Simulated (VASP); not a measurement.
# HfN (Fm-3m) in VASP: further runs

Runs on HfN. Level: r2SCAN. Tasks: single point, relaxation of cell and atoms.

Program: VASP 6.6.1. These are calculated values, not measurements. Logs are shortened: lines on timing, memory, paths and dates and some standing lists are left out, and cuts for length are marked.

## Step 1: The cell of the first run

Symmetry: Fm-3m, No. 225, cubic system. Conventional cell: a = 4.525 Å, b = 4.525 Å, c = 4.525 Å, α = 90.00°, β = 90.00°, γ = 90.00°. Hf (site symmetry m-3m) has 6 N at 2.26 Å within 3.0 Å. Within 3.0 Å of N (site symmetry m-3m) lie 6 Hf at 2.26 Å.

## Step 2: Single point, r2SCAN

File POSCAR:

```
HfN
1.0
    0.0000000000      2.2627375552      2.2627375552
    2.2627375552      0.0000000000      2.2627375552
    2.2627375552      2.2627375552      0.0000000000
Hf N
1 1
Direct
    0.0000000000      0.0000000000      0.0000000000
    0.5000000000      0.5000000000      0.5000000000
```

File INCAR.step1:

```
SYSTEM = HfN
  PREC = Accurate
  ENCUT = 520
  ISMEAR = 0
  SIGMA = 0.1
  LREAL = .False.
  LASPH = .True.
  NELM = 80
  NBANDS = 14
  GGA = PE
  ALGO = Normal
  EDIFF = 1E-4
  LWAVE = .True.
  LCHARG = .False.
```

File INCAR.step2:

```
SYSTEM = HfN
  PREC = Accurate
  ENCUT = 520
  EDIFF = 1E-6
  ISMEAR = 0
  SIGMA = 0.1
  LREAL = .False.
  LASPH = .True.
  NELM = 80
  ALGO = Normal
  ISIF = 2
  LWAVE = .False.
  LCHARG = .False.
  METAGGA = R2SCAN
  LMIXTAU = .True.
  NBANDS = 14
  ISTART = 1
```

File KPOINTS:

```
regular mesh
0
Gamma
  16 16 16
  0 0 0
```

Potentials or basis: VASP PAW PBE potentials, release 64 (Hf_pv, N).

Launch:

```bash
$ cat potpaw_PBE.64/Hf_pv/POTCAR potpaw_PBE.64/N/POTCAR > POTCAR
$ cp INCAR.step1 INCAR
$ mpirun -np 1 vasp_std > vasp.out
$ cp INCAR.step2 INCAR
$ mpirun -np 1 vasp_std > vasp.out
```

OUTCAR:

```text
SYSTEM = HfN
   PREC = Accurate
   ENCUT = 520
   EDIFF = 1E-6
   ISMEAR = 0
   LREAL = .False.
   LASPH = .True.
   NELM = 80
   ISIF = 2
   METAGGA = R2SCAN
   ISTART = 1

 ion  position               nearest neighbor table
   1  0.000  0.000  0.000-   2 2.26   2 2.26   2 2.26   2 2.26   2 2.26   2 2.26
   2  0.500  0.500  0.500-   1 2.26   1 2.26   1 2.26   1 2.26   1 2.26   1 2.26

  LATTYP: Found a face centered cubic cell.
 ALAT       =     4.5254751104

  Lattice vectors:

 A1 = (   0.0000000000,   2.2627375552,   2.2627375552)
 A2 = (   2.2627375552,   0.0000000000,   2.2627375552)
 A3 = (   2.2627375552,   2.2627375552,   0.0000000000)

Analysis of symmetry for initial positions (statically):
=====================================================================
 Subroutine PRICEL returns:
 Original cell was already a primitive cell.

 Routine SETGRP: Setting up the symmetry group for a
 face centered cubic supercell.

 Subroutine GETGRP returns: Found 48 space group operations
 (whereof 48 operations were pure point group operations)
 out of a pool of 48 trial point group operations.

The static configuration has the point symmetry O_h .

Analysis of symmetry for dynamics (positions and initial velocities):
=====================================================================
 Subroutine PRICEL returns:
 Original cell was already a primitive cell.

 Routine SETGRP: Setting up the symmetry group for a
 face centered cubic supercell.

 Subroutine GETGRP returns: Found 48 space group operations
 (whereof 48 operations were pure point group operations)
 out of a pool of 48 trial point group operations.

The dynamic configuration has the point symmetry O_h .

 Subroutine INISYM returns: Found 48 space group operations
 (whereof 48 operations are pure point group operations),
 and found     1 'primitive' translations

----------------------------------------------------------------------------------------

                                     Primitive cell

  volume of cell :      23.1703

  direct lattice vectors                    reciprocal lattice vectors
     0.000000000  2.262737555  2.262737555    -0.220971274  0.220971274  0.220971274
     2.262737555  0.000000000  2.262737555     0.220971274 -0.220971274  0.220971274
     2.262737555  2.262737555  0.000000000     0.220971274  0.220971274 -0.220971274

  length of vectors
     3.199994139  3.199994139  3.199994139     0.382733473  0.382733473  0.382733473

  position of ions in fractional coordinates (direct lattice)
     0.000000000  0.000000000  0.000000000
     0.500000000  0.500000000  0.500000000

  ion indices of the primitive-cell ions
   primitive index   ion index
                 1           1
                 2           2

----------------------------------------------------------------------------------------

 KPOINTS: regular mesh

Automatic generation of k-mesh.
 Grid dimensions read from file:
 generate k-points for:   16   16   16

 Generating k-lattice:

  Cartesian coordinates                     Fractional coordinates (reciprocal lattice)
    -0.013810705  0.013810705  0.013810705     0.062500000  0.000000000  0.000000000
     0.013810705 -0.013810705  0.013810705     0.000000000  0.062500000  0.000000000
     0.013810705  0.013810705 -0.013810705     0.000000000  0.000000000  0.062500000

  Length of vectors
     0.023920842  0.023920842  0.023920842

  Shift w.r.t. Gamma in fractional coordinates (k-lattice)
     0.000000000  0.000000000  0.000000000

 Subroutine IBZKPT returns following result:
 ===========================================

 Found    145 irreducible k-points:

 Following reciprocal coordinates:
            Coordinates               Weight
  0.000000  0.000000  0.000000      1.000000
  0.062500  0.000000  0.000000      8.000000
  0.125000  0.000000  0.000000      8.000000
  0.187500  0.000000  0.000000      8.000000
  0.250000  0.000000  0.000000      8.000000
  0.312500  0.000000  0.000000      8.000000
[... 16 lines left out ...]
 -0.125000  0.062500  0.000000     24.000000
 -0.062500  0.062500  0.000000     12.000000
 [... further k-points ...]
   k-points           NKPTS =    145   k-points in BZ     NKDIM =    145   number of bands    NBANDS=     14
   number of dos      NEDOS =    301   number of ions     NIONS =      2
   total plane-waves  NPLWV =  13824
   dimension x,y,z NGX =    24 NGY =   24 NGZ =   24
   dimension x,y,z NGXF=    48 NGYF=   48 NGZF=   48
   ions per type =               1   1
   NGX,Y,Z   is equivalent  to a cutoff of  12.47, 12.47, 12.47 a.u.
   NGXF,Y,Z  is equivalent  to a cutoff of  24.94, 24.94, 24.94 a.u.
 SYSTEM =  HfN
   PREC   = accura    normal or accurate (medium, high low for compatibility)
   ISTART =      1    job   : 0-new  1-cont  2-samecut
   ICHARG =      0    charge: 1-file 2-atom 10-const
   ISPIN  =      1    spin polarized calculation?
   LNONCOLLINEAR =      F non collinear calculations
   LSORBIT =      F    spin-orbit coupling
   LASPH  =      T    aspherical Exc in radial PAW
   ENCUT  =  520.0 eV  38.22 Ry    6.18 a.u.   5.95  5.95  5.95*2*pi/ulx,y,z
   NELM   =     80;   NELMIN=  2; NELMDL=  0     # of ELM steps
   EDIFF  = 0.1E-05   stopping-criterion for ELM
   LREAL  =      F    real-space projection
   EDIFFG = 0.1E-04   stopping-criterion for IOM
   NSW    =      0    number of steps for IOM
   IBRION =     -1    ionic relax: 0-MD 1-quasi-New 2-CG
   NFREE  =      0    steps in history (QN), initial steepest desc. (CG)
   ISIF   =      2    stress and relaxation
   ISYM   =      2    0-nonsym 1-usesym 2-fastsym
   POTIM  = 0.5000    time-step for ionic-motion
   TEBEG  =    0.0;   TEEND  =   0.0 temperature during run
   PSTRESS=    0.0 pullay stress
   NELECT =      15.0000    total number of electrons
   NUPDOWN=      -1.0000    fix difference up-down
   EMIN   =  10.00;   EMAX   =-10.00  energy-range for DOS
   EFERMI =   0.00;   METHOD = LEGACY
   ISMEAR =     0;   SIGMA  =   0.10  broadening in eV -4-tet -1-fermi 0-gaus
   EFERMI_NEDOS =   21; number of points for ismear=-14 and -15
   IALGO  =     38    algorithm
   IMIX   =      4    mixing-type and parameters
     AMIX     =   0.40;   BMIX     =  1.00
     AMIX_MAG =   1.60;   BMIX_MAG =  1.00
  volume/ion in A,a.u.               =      11.59        78.18
  Fermi-wavevector in a.u.,A,eV,Ry     =   1.416210  2.676249 27.288545  2.005651
  Thomas-Fermi vector in A             =   2.537568
   LORBIT       =      0    0 simple, 1 ext, 2 COOP (PROOUT), +10 PAW based schemes
   METAGGA = R2SCAN    functional components
   LHFCALC =     F    Hartree Fock is set to
   AEXX    =    0.0000 exact exchange contribution
   IVDW    =     0    specifies the selected vdW correction
   LEPSILON=     F    determine dielectric tensor
   LRPA    =     F    only Hartree local field effects (RPA)
 non-spin polarized calculation
 Gauss-broadening in eV      SIGMA  =   0.10
  energy-cutoff  :      520.00
  volume of cell :       23.17
 maximum number of plane-waves:       636
   NGX = 11   NGY = 11   NGZ = 11

 number of electron      15.0000000 magnetization

 Free energy of the ion-electron system (eV)
  ---------------------------------------------------
  ext. energy  EPLUGINS =         0.00000000
  ---------------------------------------------------
  free energy    TOTEN  =       -58.23719299 eV

  energy without entropy =      -58.23433458  energy(sigma->0) =      -58.23576379

 E-fermi :   8.4865     XC(G=0): -13.5328

 val. band max:        8.4837859076   @ k =  -0.1250   0.0625   0.0000
 cond. band min:       8.4998593962   @ k =   0.3750   0.1250   0.0000
 fundamental gap:      0.0160734886
 Fermi energy:         8.4865002041

 k-point     1 :       0.0000    0.0000    0.0000
  band No.  band energies     occupation
      1     -24.0698      2.00000
      2     -24.0698      2.00000
      3     -24.0698      2.00000
      4     -10.1838      2.00000
      5       5.0662      2.00000
      6       5.0662      2.00000
      7       5.0662      2.00000
      8       8.1512      2.00000
      9       8.1512      2.00000
     10       8.1512      2.00000
     11      10.4854      0.00000
     12      10.4854      0.00000
     13      10.4995      0.00000
     14      18.5218      0.00000

 k-point     2 :       0.0625    0.0000    0.0000
  band No.  band energies     occupation
      1     -24.1097      2.00000
      2     -24.0729      2.00000
      3     -24.0729      2.00000
      4     -10.0945      2.00000
      5       4.6710      2.00000
      6       4.8354      2.00000
      7       4.8354      2.00000
      8       8.2577      1.99879
      9       8.2860      1.99543
     10       8.2860      1.99543
     11      10.7912      0.00000
     12      10.7912      0.00000
     13      10.7921      0.00000
     14      18.8321      0.00000

 k-point     3 :       0.1250    0.0000    0.0000
  band No.  band energies     occupation
      1     -24.2213      2.00000
      2     -24.0818      2.00000
      3     -24.0818      2.00000
      4      -9.8378      2.00000
      5       3.7628      2.00000
      6       4.2911      2.00000
      7       4.2911      2.00000
      8       8.4536      1.35870
      9       8.6447      0.02531
     10       8.6447      0.02531
     11      11.5453      0.00000
     12      11.5948      0.00000
     13      11.5948      0.00000
     14      19.4374      0.00000

 k-point     4 :       0.1875    0.0000    0.0000
  band No.  band energies     occupation
      1     -24.3835      2.00000
      2     -24.0951      2.00000
      3     -24.0951      2.00000
      4      -9.4457      2.00000
      5       2.6892      2.00000
      6       3.6544      2.00000
      7       3.6544      2.00000
      8       8.7048      0.00202
      9       9.1784      0.00000
     10       9.1784      0.00000
     11      12.4991      0.00000
     12      12.6886      0.00000
     13      12.6886      0.00000
     14      19.4373      0.00000

 k-point     5 :       0.2500    0.0000    0.0000
  band No.  band energies     occupation
      1     -24.5680      2.00000
      2     -24.1107      2.00000
      3     -24.1107      2.00000
      4      -8.9658      2.00000
      5       1.6248      2.00000
      6       3.0530      2.00000
      7       3.0530      2.00000
      8       9.0832      0.00000
      9       9.8568      0.00000
     10       9.8568      0.00000
     11      13.4138      0.00000
[... 276 lines left out ...]
 k-point    22 :      -0.1875    0.0625    0.0000
  band No.  band energies     occupation
      1     -24.4506      2.00000
      2     -24.1363      2.00000
      3     -24.0877      2.00000
      4      -9.2451      2.00000
      5       2.1716      2.00000
      6       3.2167      2.00000
      7       3.6752      2.00000
      8       8.7347      0.00045
      9       9.1227      0.00000
     10      10.0380      0.00000
     11      11.9755      0.00000
     12      13.4629      0.00000
     13      13.7719      0.00000
     14      19.4373      0.00000

 k-point    23 :      -0.1250    0.0625    0.0000
  band No.  band energies     occupation
      1     -24.2860      2.00000
      2     -24.1154      2.00000
      3     -24.0764      2.00000
      4      -9.6559      2.00000
      5       3.1550      2.00000
      6       3.8148      2.00000
      7       4.2749      2.00000
      8       8.4838      1.03062
      9       8.6227      0.05409
     10       9.3518      0.00000
     11      11.0941      0.00000
     12      12.4428      0.00000
     13      12.5766      0.00000
     14      19.4374      0.00000

 k-point    24 :      -0.0625    0.0625    0.0000
  band No.  band energies     occupation
      1     -24.1649      2.00000
      2     -24.0932      2.00000
      3     -24.0712      2.00000
      4      -9.9514      2.00000
      5       4.0579      2.00000
      6       4.4064      2.00000
      7       4.7328      2.00000
      8       8.2981      1.99229
      9       8.3286      1.97444
     10       8.7698      0.00006
     11      10.6465      0.00000
     12      11.4851      0.00000
     13      11.5307      0.00000
     14      19.3235      0.00000

 [... further k-points ...]
[... 5 lines left out ...]
  --------------------------------------------------------------------------------------
  -------------------------------------------------------------------------------------
  Total       -0.3889932     -0.3889932     -0.3889932     -0.0000000      0.0000000      0.0000000
  in kB      -26.8980004    -26.8980004    -26.8980004     -0.0000000      0.0000000      0.0000000
  external PRESSURE =     -26.8980004 kB  Pullay stress =       0.0000000 kB

 VOLUME and BASIS-vectors are now :
 -----------------------------------------------------------------------------
  energy-cutoff  :      520.00
  volume of cell :       23.17
      direct lattice vectors                 reciprocal lattice vectors
     0.000000000  2.262737555  2.262737555    -0.220971274  0.220971274  0.220971274
     2.262737555  0.000000000  2.262737555     0.220971274 -0.220971274  0.220971274
     2.262737555  2.262737555  0.000000000     0.220971274  0.220971274 -0.220971274

 POSITION                                       TOTAL-FORCE (eV/Angst)
 -----------------------------------------------------------------------------------
      0.00000      0.00000      0.00000        -0.000000     -0.000000     -0.000000
      2.26274      2.26274      2.26274         0.000000      0.000000      0.000000
 -----------------------------------------------------------------------------------
    total drift:                                0.000000     -0.000000     -0.000000

  FREE ENERGIE OF THE ION-ELECTRON SYSTEM (eV)
  ---------------------------------------------------
  free  energy   TOTEN  =       -58.2371929933 eV

  energy  without entropy=      -58.2343345839  energy(sigma->0) =      -58.23576379
```

It took 3.1 min on 1 thread of Intel Xeon 8259CL, shared host; peak memory 0.18 GiB.

What came out:

| Quantity | Value |
| --- | --- |
| Free energy | -58.2372 eV |
| Pressure | -2.7 GPa |
| Band gap on the k mesh | zero (an odd number of electrons rules out a gap without spin polarisation) |

Levels at points of the mesh, in eV from the Fermi level:
```
           k point  band 5  band 6  band 7  band 8  band 9  band 10  band 11  band 12
(0.00, 0.00, 0.00)   -3.42   -3.42   -3.42   -0.34   -0.34    -0.34     2.00     2.00
(0.50, 0.00, 0.00)   -9.31   -6.62   -6.62    3.36    3.75     3.75     4.58     9.02
(0.50, 0.50, 0.00)   -5.94   -4.13   -4.13   -3.87    4.11     5.52     5.52     5.75
```

Caveat: the PAW data sets were made with another functional, which shifts forces and pressure a little; spin-orbit coupling is left out, which moves the levels of the heavy elements.

[end of part 1 of 2]
